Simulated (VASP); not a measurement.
# GaAs (I-4m2) in VASP: further runs

GaAs is run at these levels: PBE, r2SCAN; tasks: single point.

Program: VASP 6.6.1. These are calculated values, not measurements. Logs are shortened: lines on timing, memory, paths and dates and some standing lists are left out, and cuts for length are marked.

## 1. The cell of the first run

It takes space group I-4m2 (No. 119, tetragonal). The conventional cell has a = 4.239 Å, b = 4.239 Å, c = 5.666 Å, α = 90.00°, β = 90.00°, γ = 90.00°. Ga (site symmetry -4m2) has 4 As at 2.55 Å within 3.4 Å. As (site symmetry -4m2) has 4 Ga at 2.55 Å within 3.4 Å.

## 2. Single point, PBE (biaxial xy strain +5.8%)

The input, INCAR:

```
SYSTEM = GaAs
ALGO = Normal
EDIFF = 1E-6
ENCUT = 510
GGA = PE
GGA_COMPAT = .False.
ISIF = 2
ISMEAR = -1
LASPH = .True.
LCHARG = .False.
LREAL = .False.
LWAVE = .False.
NBANDS = 21
NELM = 120
PREC = Accurate
SIGMA = 0.02
```

The input, KPOINTS:

```
k-points
0
Gamma
  8 8 8
  0 0 0
```

The input, POSCAR:

```
GaAs
1.0
    0.0000000000      2.9974040302      2.8330850947
    2.9974040302      0.0000000000      2.8330850947
    2.9974040302      2.9974040302      0.0000000000
Ga As
1 1
Direct
    0.0000000000      0.0000000000      0.0000000000
    0.2500000000      0.2500000000      0.2500000000
```

Potentials or basis: VASP PAW PBE potentials, release 64 (Ga_d, As_d).

The run is started by

```sh
cat potpaw_PBE.64/Ga_d/POTCAR potpaw_PBE.64/As_d/POTCAR > POTCAR
mpirun -np 1 vasp_std > vasp.out
```

OUTCAR:

```text
SYSTEM = GaAs
   EDIFF = 1E-6
   ENCUT = 510
   GGA = PE
   ISIF = 2
   ISMEAR = -1
   LASPH = .True.
   LREAL = .False.
   NELM = 120
   PREC = Accurate

 ion  position               nearest neighbor table
   1  0.000  0.000  0.000-   2 2.55   2 2.55   2 2.55   2 2.55
   2  0.250  0.250  0.250-   1 2.55   1 2.55   1 2.55   1 2.55

  LATTYP: Found a body centered tetragonal cell.
 ALAT       =     4.2389694314
 C/A-ratio  =     1.3366857867

  Lattice vectors:

 A1 = (   0.0000000000,  -2.9974040302,  -2.8330850947)
 A2 = (   0.0000000000,   2.9974040302,  -2.8330850947)
 A3 = (   2.9974040302,   0.0000000000,   2.8330850947)

Analysis of symmetry for initial positions (statically):
=====================================================================
 Subroutine PRICEL returns:
 Original cell was already a primitive cell.

 Routine SETGRP: Setting up the symmetry group for a
 body centered tetragonal supercell.

 Subroutine GETGRP returns: Found  8 space group operations
 (whereof  8 operations were pure point group operations)
 out of a pool of 16 trial point group operations.

The static configuration has the point symmetry D_2d.

Analysis of symmetry for dynamics (positions and initial velocities):
=====================================================================
 Subroutine PRICEL returns:
 Original cell was already a primitive cell.

 Routine SETGRP: Setting up the symmetry group for a
 body centered tetragonal supercell.

 Subroutine GETGRP returns: Found  8 space group operations
 (whereof  8 operations were pure point group operations)
 out of a pool of 16 trial point group operations.

The dynamic configuration has the point symmetry D_2d.

 Subroutine INISYM returns: Found  8 space group operations
 (whereof  8 operations are pure point group operations),
 and found     1 'primitive' translations

----------------------------------------------------------------------------------------

                                     Primitive cell

  volume of cell :      50.9073

  direct lattice vectors                    reciprocal lattice vectors
     0.000000000  2.997404030  2.833085095    -0.166811012  0.166811012  0.176486051
     2.997404030  0.000000000  2.833085095     0.166811012 -0.166811012  0.176486051
     2.997404030  2.997404030  0.000000000     0.166811012  0.166811012 -0.176486051

  length of vectors
     4.124415361  4.124415361  4.238969431     0.294616961  0.294616961  0.294616961

  position of ions in fractional coordinates (direct lattice)
     0.000000000  0.000000000  0.000000000
[... 70 lines left out ...]
   ISTART =      0    job   : 0-new  1-cont  2-samecut
   ICHARG =      2    charge: 1-file 2-atom 10-const
   ISPIN  =      1    spin polarized calculation?
   LNONCOLLINEAR =      F non collinear calculations
   LSORBIT =      F    spin-orbit coupling
   LASPH  =      T    aspherical Exc in radial PAW
   ENCUT  =  510.0 eV  37.48 Ry    6.12 a.u.   7.59  7.59  7.81*2*pi/ulx,y,z
   NELM   =    120;   NELMIN=  2; NELMDL= -5     # of ELM steps
   EDIFF  = 0.1E-05   stopping-criterion for ELM
   LREAL  =      F    real-space projection
   EDIFFG = 0.1E-04   stopping-criterion for IOM
   NSW    =      0    number of steps for IOM
   IBRION =     -1    ionic relax: 0-MD 1-quasi-New 2-CG
   NFREE  =      0    steps in history (QN), initial steepest desc. (CG)
   ISIF   =      2    stress and relaxation
   ISYM   =      2    0-nonsym 1-usesym 2-fastsym
   POTIM  = 0.5000    time-step for ionic-motion
   TEBEG  =    0.0;   TEEND  =   0.0 temperature during run
   PSTRESS=    0.0 pullay stress
   NELECT =      28.0000    total number of electrons
   NUPDOWN=      -1.0000    fix difference up-down
   EMIN   =  10.00;   EMAX   =-10.00  energy-range for DOS
   EFERMI =   0.00;   METHOD = LEGACY
   ISMEAR =    -1;   SIGMA  =   0.02  broadening in eV -4-tet -1-fermi 0-gaus
   EFERMI_NEDOS =   21; number of points for ismear=-14 and -15
   IALGO  =     38    algorithm
   IMIX   =      4    mixing-type and parameters
     AMIX     =   0.40;   BMIX     =  1.00
     AMIX_MAG =   1.60;   BMIX_MAG =  1.00
  volume/ion in A,a.u.               =      25.45       171.77
  Fermi-wavevector in a.u.,A,eV,Ry     =   1.341325  2.534737 24.478970  1.799154
  Thomas-Fermi vector in A             =   2.469568
   LORBIT       =      0    0 simple, 1 ext, 2 COOP (PROOUT), +10 PAW based schemes
   GGA     = PE    functional components
   LHFCALC =     F    Hartree Fock is set to
   AEXX    =    0.0000 exact exchange contribution
   IVDW    =     0    specifies the selected vdW correction
   LEPSILON=     F    determine dielectric tensor
   LRPA    =     F    only Hartree local field effects (RPA)
 non-spin polarized calculation
  energy-cutoff  :      510.00
  volume of cell :       50.91
 maximum number of plane-waves:      1351
   NGX = 15   NGY = 15   NGZ = 15

 number of electron      27.9999998 magnetization

 Free energy of the ion-electron system (eV)
  ---------------------------------------------------
  ext. energy  EPLUGINS =         0.00000000
  ---------------------------------------------------
  free energy    TOTEN  =        -8.22717520 eV

  energy without entropy =       -8.22717003  energy(sigma->0) =       -8.22717261

 E-fermi :   2.2431     XC(G=0):  -9.3563

 val. band max:        2.0885653922   @ k =   0.1250   0.0000   0.0000
 cond. band min:       2.3517494330   @ k =   0.0000   0.0000   0.0000
 fundamental gap:      0.2631840408
 Fermi energy:         2.2430614607

 k-point     1 :       0.0000    0.0000    0.0000
  band No.  band energies     occupation
      1     -32.8553      2.00000
      2     -32.8524      2.00000
      3     -32.8524      2.00000
      4     -32.8485      2.00000
      5     -32.8453      2.00000
      6     -12.4613      2.00000
[... 565 lines left out ...]
     20      11.9222      0.00000
     21      12.8783      0.00000

 [... further k-points ...]
[... 5 lines left out ...]
  --------------------------------------------------------------------------------------
  -------------------------------------------------------------------------------------
  Total       -1.4551436     -1.4551436     -0.5689257      0.0000000      0.0000000      0.0000000
  in kB      -45.7969185    -45.7969185    -17.9054790      0.0000000      0.0000000      0.0000000
  external PRESSURE =     -36.4997720 kB  Pullay stress =       0.0000000 kB

 VOLUME and BASIS-vectors are now :
 -----------------------------------------------------------------------------
  energy-cutoff  :      510.00
  volume of cell :       50.91
      direct lattice vectors                 reciprocal lattice vectors
     0.000000000  2.997404030  2.833085095    -0.166811012  0.166811012  0.176486051
     2.997404030  0.000000000  2.833085095     0.166811012 -0.166811012  0.176486051
     2.997404030  2.997404030  0.000000000     0.166811012  0.166811012 -0.176486051

 POSITION                                       TOTAL-FORCE (eV/Angst)
 -----------------------------------------------------------------------------------
      0.00000      0.00000      0.00000         0.000000      0.000000      0.000000
      1.49870      1.49870      1.41654        -0.000000     -0.000000      0.000000
 -----------------------------------------------------------------------------------
    total drift:                                0.000012      0.000012      0.000021

  FREE ENERGIE OF THE ION-ELECTRON SYSTEM (eV)
  ---------------------------------------------------
  free  energy   TOTEN  =        -8.2271751991 eV

  energy  without entropy=       -8.2271700261  energy(sigma->0) =       -8.22717261
```

Run time: 46 s. Hardware: 1 thread of Intel Xeon Platinum 8488C (Sapphire Rapids), shared host; peak memory 0.21 GiB.

What came out:

| Item | Value |
| --- | --- |
| Free energy | -8.2272 eV |
| Pressure | -3.6 GPa |
| Band gap on the k mesh | 0.26 eV |

Caveat: the cell differs from its parent crystal (biaxial xy strain +5.8%); the cell stands under tension; semilocal functionals underestimate gaps, and a narrow one can read as zero.

## 3. Single point, r2SCAN (biaxial xy strain +5.8%)

POSCAR is that of step 2.

The input, INCAR.step1:

```
PREC = Accurate ; ENCUT = 560
ISMEAR = -1 ; SIGMA = 0.02
LREAL = False ; LASPH = True
NELM = 120 ; NBANDS = 21
GGA = PE ; ALGO = Normal
EDIFF = 1E-5 ; LWAVE = True
LCHARG = False ; GGA_COMPAT = False
```

The input, INCAR.step2:

```
PREC = Accurate ; ENCUT = 560
EDIFF = 1E-6 ; ISMEAR = -1
SIGMA = 0.02 ; LREAL = False
LASPH = True ; NELM = 120
ALGO = Normal ; ISIF = 2
LWAVE = False ; LCHARG = False
METAGGA = R2SCAN ; LMIXTAU = True
NBANDS = 21 ; ISTART = 1
GGA_COMPAT = False
```

The input, KPOINTS:

```
Automatic mesh
0
Gamma
  8 8 8
```

Potentials or basis: VASP PAW PBE potentials, release 64 (Ga_d, As_d).

The run is started by

```sh
cat potpaw_PBE.64/Ga_d/POTCAR potpaw_PBE.64/As_d/POTCAR > POTCAR
cp INCAR.step1 INCAR
mpirun -np 1 vasp_std > vasp.out
cp INCAR.step2 INCAR
mpirun -np 1 vasp_std > vasp.out
```

Run time: 4 min. Hardware: 1 thread of Intel Xeon Platinum 8259CL at 2.50GHz (Skylake/Cascade Lake), shared host; peak memory 0.24 GiB.

Results (log left out):

```
Free energy            : -26.9477 eV
Pressure               : -6.2 GPa
Band gap on the k mesh : 0.14 eV
```

Stress tensor (GPa, compression positive):
```
-7.25  0.00  0.00
 0.00 -7.25  0.00
 0.00  0.00 -4.09
```

Levels at points of the mesh, in eV from the valence-band top:
```tsv
k point	band 10	band 11	band 12	band 13	band 14	band 15	band 16	band 17	band 18	band 19
(0.00, 0.00, 0.00)	-15.05	-12.43	-0.14	-0.14	0.00	0.14	3.86	4.03	4.03	7.77
(0.50, 0.00, 0.00)	-15.05	-10.94	-6.24	-1.25	-0.85	0.92	4.73	5.09	8.05	10.11
(0.50, 0.50, 0.00)	-15.04	-10.20	-6.29	-2.63	-2.63	1.58	1.71	9.87	9.87	10.86
(0.50, 0.00, 0.50)	-15.05	-10.37	-6.59	-2.30	-2.27	2.02	2.09	9.56	9.84	10.41
```

Caveat: the cell differs from its parent crystal (biaxial xy strain +5.8%); the cell stands under tension; semilocal functionals underestimate gaps, and a narrow one can read as zero; the PAW data sets were made with another functional, which shifts forces and pressure a little.

## 4. Single point, r2SCAN (epitaxial xy strain +4.6%)

The input, POSCAR:

```
GaAs
1.0
    0.0000000000      2.9639736261      2.7177366584
    2.9639736261      0.0000000000      2.7177366584
    2.9639736261      2.9639736261      0.0000000000
Ga As
1 1
Direct
    0.0000000000      0.0000000000      0.0000000000
    0.2500000000      0.2500000000      0.2500000000
```

The input, INCAR.step1:

```
PREC = Accurate
ENCUT = 560
ISMEAR = -1
SIGMA = 0.02
LREAL = False
LASPH = True
NELM = 120
NBANDS = 21
GGA = PE
ALGO = Normal
EDIFF = 1E-5
LWAVE = True
LCHARG = False
GGA_COMPAT = False
```

The input, INCAR.step2:

```
PREC = Accurate
ENCUT = 560
EDIFF = 1E-6
ISMEAR = -1
SIGMA = 0.02
LREAL = False
LASPH = True
NELM = 120
ALGO = Normal
ISIF = 2
LWAVE = False
LCHARG = False
METAGGA = R2SCAN
LMIXTAU = True
NBANDS = 21
ISTART = 1
GGA_COMPAT = False
```

The input, KPOINTS:

```
regular mesh
0
Gamma
  8 8 8
```

The run is started by

```sh
cat potpaw_PBE.64/Ga_d/POTCAR potpaw_PBE.64/As_d/POTCAR > POTCAR
cp INCAR.step1 INCAR
mpirun -np 1 vasp_std > vasp.out
cp INCAR.step2 INCAR
mpirun -np 1 vasp_std > vasp.out
```

Run time: 88 s. Hardware: 1 thread of Intel Xeon Platinum 8488C (Sapphire Rapids), shared host; peak memory 0.23 GiB.

The run converged. Its results:

```yaml
Free_energy: -27.0165 eV
Pressure: -3.2 GPa
Band_gap_on_the_k_mesh: 0.21 eV
```

Stress tensor (GPa, compression positive):
```
-4.79  0.00  0.00
 0.00 -4.79  0.00
 0.00  0.00  0.05
```

Levels at points of the mesh, in eV from the valence-band top:
```tsv
k point	band 10	band 11	band 12	band 13	band 14	band 15	band 16	band 17	band 18	band 19
(0.00, 0.00, 0.00)	-15.36	-13.09	-0.43	-0.43	0.00	0.21	3.61	3.87	3.87	7.77
(0.50, 0.00, 0.00)	-15.35	-11.41	-6.78	-1.70	-1.06	0.80	4.42	5.08	8.00	10.22
(0.50, 0.50, 0.00)	-15.35	-10.52	-6.67	-3.21	-3.21	1.14	1.25	10.12	10.12	11.29
(0.50, 0.00, 0.50)	-15.36	-10.81	-7.17	-2.67	-2.62	1.76	1.97	9.56	9.97	10.53
```

Caveat: the cell differs from its parent crystal (epitaxial xy strain +4.6%); the cell stands under tension; semilocal functionals underestimate gaps, and a narrow one can read as zero; the PAW data sets were made with another functional, which shifts forces and pressure a little.

## 5. Overview

```csv
level,cell,cutoff (eV),gap on the mesh (eV),pressure (GPa)
PBE,"a = 4.124, b = 4.124, c = 4.239 Å, angles 59.1, 59.1, 61.8°, 2 atoms",510,0.26,-3.6
r2SCAN,"a = 4.124, b = 4.124, c = 4.239 Å, angles 59.1, 59.1, 61.8°, 2 atoms",560,0.14,-6.2
r2SCAN,"a = 4.021, b = 4.021, c = 4.192 Å, angles 58.6, 58.6, 62.8°, 2 atoms",560,0.21,-3.2
```

Alike in all rows: task single point; potentials or basis VASP PAW PBE potentials, release 64 (Ga_d, As_d); no spin polarisation; k mesh 8 × 8 × 8; smearing fermi-dirac 0.02 eV.

Caveats: the cell stands under tension; semilocal functionals underestimate gaps, and a narrow one can read as zero; the PAW data sets were made with another functional, which shifts forces and pressure a little (at least some runs).

Total energies depend on the potentials used, so only differences within one code and one set of settings carry meaning.
